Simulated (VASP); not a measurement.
Set up this calculation in VASP 6.6.1, as the native input.

* Task: single point
* Functional: PBE
* Potentials or basis: VASP PAW PBE potentials, release 64 (Zn)
* Cutoff: 520 eV
* k mesh: 24 × 24 × 10
* Occupations: gaussian, width 0.15 eV
* Spin: no spin polarisation
* Dipole correction: no
* Further INCAR settings: ALGO = Fast; EDIFF = 1e-06; NBANDS = 19

The structure of Zn lies in POSCAR:

```
Zn
1.0
    2.7047700240      0.0000000000      0.0000000000
   -1.3523850120      2.3423995522      0.0000000000
    0.0000000000      0.0000000000      4.8724995000
Zn
2
Direct
    0.3333333333      0.6666666667      0.2500000000
    0.6666666667      0.3333333333      0.7500000000
```

This cell differs from its parent crystal: strain +0.015 along x and y, -0.015 along z.

One way to write it, as run:

INCAR

```
SYSTEM = Zn
PREC = Accurate ; ENCUT = 520
EDIFF = 1E-6 ; ISMEAR = 0
SIGMA = 0.15 ; LREAL = .False.
LASPH = .True. ; NELM = 60
ALGO = Fast ; ISIF = 2
LWAVE = .False. ; LCHARG = .True.
GGA = PE ; LELF = .True.
LVHAR = .True. ; NBANDS = 19
```

KPOINTS

```
regular mesh
0
Gamma
  24 24 10
  0 0 0
```

Potentials or basis: VASP PAW PBE potentials, release 64 (Zn).

Command:

```console
$ cat potpaw_PBE.64/Zn/POTCAR > POTCAR
$ mpirun -np 1 vasp_std > vasp.out
```

It gave:

```json
{
 "Pressure": "-1.7 GPa",
 "Band gap on the k mesh": "zero (bands 12 and 13 overlap by 4.18 eV)"
}
```

Caveat: the cell differs from its parent crystal (strain +0.015 along x and y, -0.015 along z).

Wall time 2.2 min on 1 thread of AMD EPYC 7R13 Processor (Zen 3), on a shared host, peak memory 0.24 GiB.
